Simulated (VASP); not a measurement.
# Si32O (a cell with a defect) in VASP: single point with PBE

Aim: the single point of Si32O (a cell with a defect) with PBE.

Program: VASP 6.6.1. These are calculated values, not measurements. Logs are shortened: lines on timing, memory, paths and dates and some standing lists are left out, and cuts for length are marked.

## Step 1: The cell of the first run

The cell holds a defect, 33 atoms: a = 9.474 Å, b = 9.474 Å, c = 9.474 Å, α = 109.47°, β = 109.47°, γ = 109.47°.

## Step 2: Single point, PBE

File INCAR:

```
SYSTEM = Si32O
PREC = Accurate
ENCUT = 520
EDIFF = 1E-6
ISMEAR = 0
SIGMA = 0.02
LREAL = Auto
LASPH = .TRUE.
NELM = 100
ALGO = Normal
ISIF = 2
LWAVE = .FALSE.
LCHARG = .TRUE.
GGA = PE
LELF = .TRUE.
LVHAR = .TRUE.
NBANDS = 89
```

File KPOINTS:

```
Automatic mesh
0
Gamma
  2 2 2
  0.5 0.5 0.5
```

File POSCAR:

```
Si32O
1.0
    5.4700937548      5.4700937548      5.4700937548
    5.4700937548     -5.4700937548     -5.4700937548
   -5.4700937548      5.4700937548     -5.4700937548
Si O
32 1
Direct
    0.7480753865      0.7481335208      0.2459091307
   -0.0008106808      0.7507337505     -0.0023775644
    0.7409631684      0.4836186761      0.4906951545
    0.2480576313      0.7506897841      0.7488798517
    0.0052574053      0.5023328892      0.2516720118
    0.4944946323      0.7471888387      0.4968646100
    0.2519533598      0.5062850152      0.0015853476
    0.7494165884      0.2500737759      0.7493374307
   -0.0002593191      0.2501484547      0.4989462928
    0.5025501615      0.5029635000      0.7563576029
    0.7494277400     -0.0003930463     -0.0011518998
    0.2614901251      0.2629229159      0.2702020415
    0.5184497062      0.2615142563      0.0095989214
   -0.0418910553     -0.0459695046      0.7085157355
    0.2494627261     -0.0003603229      0.4988955624
    0.4983899038     -0.0026277429      0.2480865157
    0.5005437060      0.7512370325      0.2502660944
    0.7506558725      0.7508326519      0.0004177259
    0.5074097674      0.5074315221      0.5131709118
   -0.0144816531      0.7262285032      0.7350120821
    0.7616296332      0.5064049401      0.2561063965
    0.2493877731      0.7502088966      0.4997134643
    0.0000572202      0.5013615164      0.0000922288
    0.5000225083      0.2508854622      0.7504860399
    0.7464993624      0.2412437627      0.4961243119
    0.2503330951      0.5013418641      0.7497296543
    0.4998622734      0.0019685220      0.0004382923
    0.0011278600      0.2509404887      0.2495524869
    0.2944821556      0.2904152234      0.0448605657
    0.7385941048     -0.0048758762      0.7435531606
   -0.0045708540     -0.0036263547      0.4903169160
    0.2507938733      0.0021803100      0.2493870418
    0.1363838598      0.0958989962     -0.1072495329
```

Potentials or basis: VASP PAW PBE potentials, release 64 (Si, O).

On the command line:

```sh
$ cat potpaw_PBE.64/Si/POTCAR potpaw_PBE.64/O/POTCAR > POTCAR
$ mpirun -np 1 vasp_std > vasp.out
```

OUTCAR:

```text
SYSTEM = Si32O
   PREC = Accurate
   ENCUT = 520
   EDIFF = 1E-6
   ISMEAR = 0
   LREAL = Auto
   LASPH = .TRUE.
   NELM = 100
   ISIF = 2
   GGA = PE

 ion  position               nearest neighbor table
   1  0.748  0.748  0.246-  31 2.34  18 2.34  21 2.37  17 2.37
   2  0.999  0.751  0.998-  18 2.36  23 2.37  20 2.38  32 2.38
   3  0.741  0.484  0.491-  20 2.31  25 2.33  21 2.37  19 2.37
   4  0.248  0.751  0.749-  22 2.36  26 2.37  20 2.37  27 2.38
   5  0.005  0.502  0.252-  21 2.34  22 2.34  28 2.36  23 2.36
   6  0.494  0.747  0.497-  30 2.33  22 2.34  19 2.37  17 2.37
[... 24 lines left out ...]
  31  0.995  0.996  0.490-   1 2.34  14 2.35   9 2.36  15 2.37
  32  0.251  0.002  0.249-  16 2.37  15 2.38  12 2.38   2 2.38
  33  0.136  0.096  0.893-  14 1.63  29 1.63

  LATTYP: Found a body centered cubic cell.
 ALAT       =    10.9401875096

  Lattice vectors:

 A1 = (   5.4700937548,   5.4700937548,   5.4700937548)
 A2 = (   5.4700937548,  -5.4700937548,  -5.4700937548)
 A3 = (  -5.4700937548,   5.4700937548,  -5.4700937548)

Analysis of symmetry for initial positions (statically):
=====================================================================
 Subroutine PRICEL returns:
 Original cell was already a primitive cell.

 Routine SETGRP: Setting up the symmetry group for a
 body centered cubic supercell.

 Subroutine GETGRP returns: Found  1 space group operations
 (whereof  1 operations were pure point group operations)
 out of a pool of 48 trial point group operations.

The static configuration has the point symmetry C_1 .

Analysis of symmetry for dynamics (positions and initial velocities):
=====================================================================
 Subroutine PRICEL returns:
 Original cell was already a primitive cell.

 Routine SETGRP: Setting up the symmetry group for a
 body centered cubic supercell.

 Subroutine GETGRP returns: Found  1 space group operations
 (whereof  1 operations were pure point group operations)
 out of a pool of 48 trial point group operations.

The dynamic configuration has the point symmetry C_1 .

 Subroutine INISYM returns: Found  1 space group operations
 (whereof  1 operations are pure point group operations),
 and found     1 'primitive' translations

----------------------------------------------------------------------------------------

                                     Primitive cell

  volume of cell :     654.7030

  direct lattice vectors                    reciprocal lattice vectors
     5.470093755  5.470093755  5.470093755     0.091406112  0.091406112  0.000000000
     5.470093755 -5.470093755 -5.470093755     0.091406112  0.000000000 -0.091406112
    -5.470093755  5.470093755 -5.470093755     0.000000000  0.091406112 -0.091406112

  length of vectors
     9.474480305  9.474480305  9.474480305     0.129267763  0.129267763  0.129267763

  position of ions in fractional coordinates (direct lattice)
     0.748075386  0.748133521  0.245909131
     0.999189319  0.750733750  0.997622436
     0.740963168  0.483618676  0.490695155
     0.248057631  0.750689784  0.748879852
     0.005257405  0.502332889  0.251672012
     0.494494632  0.747188839  0.496864610
[... 25 lines left out ...]
     0.250793873  0.002180310  0.249387042
     0.136383860  0.095898996  0.892750467

  ion indices of the primitive-cell ions
   primitive index   ion index
                 1           1
                 2           2
                 3           3
                 4           4
                 5           5
                 6           6
[... 25 lines left out ...]
                32          32
                33          33

----------------------------------------------------------------------------------------

 KPOINTS: Automatic mesh

Automatic generation of k-mesh.
 Grid dimensions read from file:
 generate k-points for:    2    2    2

 Generating k-lattice:

  Cartesian coordinates                     Fractional coordinates (reciprocal lattice)
     0.045703056  0.045703056  0.000000000     0.500000000  0.000000000  0.000000000
     0.045703056  0.000000000 -0.045703056     0.000000000  0.500000000  0.000000000
     0.000000000  0.045703056 -0.045703056     0.000000000  0.000000000  0.500000000

  Length of vectors
     0.064633881  0.064633881  0.064633881

  Shift w.r.t. Gamma in fractional coordinates (k-lattice)
     0.500000000  0.500000000  0.500000000

 Subroutine IBZKPT returns following result:
 ===========================================

 Found      4 irreducible k-points:

 Following reciprocal coordinates:
            Coordinates               Weight
  0.250000  0.250000  0.250000      2.000000
 -0.250000  0.250000  0.250000      2.000000
  0.250000 -0.250000  0.250000      2.000000
  0.250000  0.250000 -0.250000      2.000000
   k-points           NKPTS =      4   k-points in BZ     NKDIM =      4   number of bands    NBANDS=     89
   number of dos      NEDOS =    301   number of ions     NIONS =     33
   total plane-waves  NPLWV = 343000
   dimension x,y,z NGX =    70 NGY =   70 NGZ =   70
   dimension x,y,z NGXF=   140 NGYF=  140 NGZF=  140
   ions per type =              32   1
   NGX,Y,Z   is equivalent  to a cutoff of  12.28, 12.28, 12.28 a.u.
   NGXF,Y,Z  is equivalent  to a cutoff of  24.57, 24.57, 24.57 a.u.
 SYSTEM =  Si32O
   PREC   = accura    normal or accurate (medium, high low for compatibility)
   ISTART =      0    job   : 0-new  1-cont  2-samecut
   ICHARG =      2    charge: 1-file 2-atom 10-const
   ISPIN  =      1    spin polarized calculation?
   LNONCOLLINEAR =      F non collinear calculations
   LSORBIT =      F    spin-orbit coupling
   LASPH  =      T    aspherical Exc in radial PAW
   ENCUT  =  520.0 eV  38.22 Ry    6.18 a.u.  17.62 17.62 17.62*2*pi/ulx,y,z
   NELM   =    100;   NELMIN=  2; NELMDL= -5     # of ELM steps
   EDIFF  = 0.1E-05   stopping-criterion for ELM
   LREAL  =      T    real-space projection
   EDIFFG = 0.1E-04   stopping-criterion for IOM
   NSW    =      0    number of steps for IOM
   IBRION =     -1    ionic relax: 0-MD 1-quasi-New 2-CG
   NFREE  =      0    steps in history (QN), initial steepest desc. (CG)
   ISIF   =      2    stress and relaxation
   ISYM   =      2    0-nonsym 1-usesym 2-fastsym
   POTIM  = 0.5000    time-step for ionic-motion
   TEBEG  =    0.0;   TEEND  =   0.0 temperature during run
   PSTRESS=    0.0 pullay stress
   NELECT =     134.0000    total number of electrons
   NUPDOWN=      -1.0000    fix difference up-down
   EMIN   =  10.00;   EMAX   =-10.00  energy-range for DOS
   EFERMI =   0.00;   METHOD = LEGACY
   ISMEAR =     0;   SIGMA  =   0.02  broadening in eV -4-tet -1-fermi 0-gaus
   EFERMI_NEDOS =   21; number of points for ismear=-14 and -15
   IALGO  =     38    algorithm
   IMIX   =      4    mixing-type and parameters
     AMIX     =   0.40;   BMIX     =  1.00
     AMIX_MAG =   1.60;   BMIX_MAG =  1.00
  volume/ion in A,a.u.               =      19.84       133.88
  Fermi-wavevector in a.u.,A,eV,Ry     =   0.964780  1.823170 12.664311  0.930801
  Thomas-Fermi vector in A             =   2.094441
   LORBIT       =      0    0 simple, 1 ext, 2 COOP (PROOUT), +10 PAW based schemes
   GGA     = PE    functional components
   LHFCALC =     F    Hartree Fock is set to
   AEXX    =    0.0000 exact exchange contribution
   IVDW    =     0    specifies the selected vdW correction
   LEPSILON=     F    determine dielectric tensor
   LRPA    =     F    only Hartree local field effects (RPA)
 non-spin polarized calculation
 Gauss-broadening in eV      SIGMA  =   0.02
  energy-cutoff  :      520.00
  volume of cell :      654.70
 maximum number of plane-waves:     17628
 NGX is ok and might be reduce to    70
   NGX = 35   NGY = 35   NGZ = 35

 number of electron     134.0000003 magnetization

 Free energy of the ion-electron system (eV)
  ---------------------------------------------------
  ext. energy  EPLUGINS =         0.00000000
  ---------------------------------------------------
  free energy    TOTEN  =      -180.93647423 eV

  energy without entropy =     -180.93647423  energy(sigma->0) =     -180.93647423

 E-fermi :   5.2255     XC(G=0):  -9.3733

 val. band max:        5.1280080370   @ k =   0.2500  -0.2500   0.2500
 cond. band min:       6.4055915594   @ k =   0.2500  -0.2500   0.2500
 fundamental gap:      1.2775835225
 Fermi energy:         5.2255113780

 k-point     1 :       0.2500    0.2500    0.2500
  band No.  band energies     occupation
      1     -14.6759      2.00000
      2      -5.6018      2.00000
      3      -5.4004      2.00000
      4      -5.4001      2.00000
      5      -5.0766      2.00000
      6      -4.6450      2.00000
[... 71 lines left out ...]
     78       7.4501      0.00000
     79       7.4608      0.00000

 k-point     2 :      -0.2500    0.2500    0.2500
  band No.  band energies     occupation
      1     -14.6759      2.00000
      2      -5.8785      2.00000
      3      -5.2245      2.00000
      4      -4.9118      2.00000
      5      -4.8482      2.00000
      6      -4.7075      2.00000
[... 71 lines left out ...]
     78       8.0415      0.00000
     79       8.0521      0.00000

 k-point     3 :       0.2500   -0.2500    0.2500
  band No.  band energies     occupation
      1     -14.6759      2.00000
      2      -5.8777      2.00000
      3      -5.2285      2.00000
      4      -4.9126      2.00000
      5      -4.8473      2.00000
      6      -4.7043      2.00000
[... 71 lines left out ...]
     78       8.0387      0.00000
     79       8.0513      0.00000

 k-point     4 :       0.2500    0.2500   -0.2500
  band No.  band energies     occupation
      1     -14.6759      2.00000
      2      -5.8783      2.00000
      3      -5.2256      2.00000
      4      -4.9120      2.00000
      5      -4.8480      2.00000
      6      -4.7067      2.00000
[... 71 lines left out ...]
     78       8.0408      0.00000
     79       8.0519      0.00000
 [bands above 79 left out]

------------------------ aborting loop because EDIFF is reached ----------------------------------------

  FORCE on cell =-STRESS in cart. coord.  units (eV):
  Direction    XX          YY          ZZ          XY          YZ          ZX
  --------------------------------------------------------------------------------------
  -------------------------------------------------------------------------------------
  Total        6.9238435      6.8610889      6.9601592      4.5255205     -4.5343679     -4.5530266
  in kB       16.9439056     16.7903336     17.0327768     11.0747726    -11.0964238    -11.1420850
  external PRESSURE =      16.9223387 kB  Pullay stress =       0.0000000 kB

 VOLUME and BASIS-vectors are now :
 -----------------------------------------------------------------------------
  energy-cutoff  :      520.00
  volume of cell :      654.70
      direct lattice vectors                 reciprocal lattice vectors
     5.470093755  5.470093755  5.470093755     0.091406112  0.091406112  0.000000000
     5.470093755 -5.470093755 -5.470093755     0.091406112  0.000000000 -0.091406112
    -5.470093755  5.470093755 -5.470093755     0.000000000  0.091406112 -0.091406112

 POSITION                                       TOTAL-FORCE (eV/Angst)
 -----------------------------------------------------------------------------------
      6.83926      1.34483     -1.34546         0.000618      0.001973     -0.001145
      4.11516      6.81616     -4.09801        -0.001188      0.000167     -0.001572
      4.01443      4.09185     -1.27645         0.003733      0.003171     -0.001791
      1.36680      1.34700     -6.84589        -0.001276     -0.000752      0.002242
      1.39990     -1.34238     -4.09572         0.000403      0.000750     -0.002752
      4.07423      1.33563     -4.10016         0.000354      0.000691     -0.001187
[... 25 lines left out ...]
      0.01962      2.72411     -0.00423         0.001811     -0.001021     -0.000001
     -3.61282      5.10488     -4.66197         0.000496     -0.002001      0.001298
 -----------------------------------------------------------------------------------
    total drift:                                0.004170     -0.001235     -0.008151

  FREE ENERGIE OF THE ION-ELECTRON SYSTEM (eV)
  ---------------------------------------------------
  free  energy   TOTEN  =      -180.9364742278 eV

  energy  without entropy=     -180.9364742278  energy(sigma->0) =     -180.93647423
```

It took 7.9 min on 1 thread of Intel Xeon Platinum 8259CL at 2.50GHz (Skylake/Cascade Lake), shared host; peak memory 0.72 GiB.

Results:

```
Free energy            : -180.9365 eV
Pressure               : 1.7 GPa
Largest force          : 0.051 eV/Å
Band gap on the k mesh : 1.28 eV
```

Forces in eV/Å, atoms in the order of the input:
```
Si   0.001  0.002 -0.001
Si  -0.001  0.000 -0.002
Si   0.004  0.003 -0.002
Si  -0.001 -0.001  0.002
Si   0.000  0.001 -0.003
Si   0.000  0.001 -0.001
Si   0.002  0.005 -0.001
Si  -0.001  0.001  0.002
Si  -0.001  0.000 -0.002
Si  -0.001 -0.001  0.000
Si   0.000  0.002 -0.001
Si   0.003 -0.003  0.001
Si   0.000 -0.001 -0.004
Si  -0.028 -0.031  0.029
Si  -0.001  0.002 -0.002
Si   0.002  0.002 -0.001
Si   0.002 -0.002  0.001
Si  -0.002  0.000 -0.001
Si  -0.003 -0.001  0.001
Si   0.003 -0.004 -0.003
Si  -0.002 -0.004  0.003
Si   0.000 -0.001  0.002
Si  -0.001  0.001  0.001
Si   0.000  0.001 -0.002
Si   0.000 -0.002 -0.002
Si   0.000  0.001  0.000
Si  -0.001  0.002  0.004
Si   0.002  0.000  0.000
Si   0.028  0.029 -0.027
Si  -0.001  0.001  0.004
Si  -0.004 -0.001  0.001
Si   0.002 -0.001  0.000
O    0.000 -0.002  0.001
```
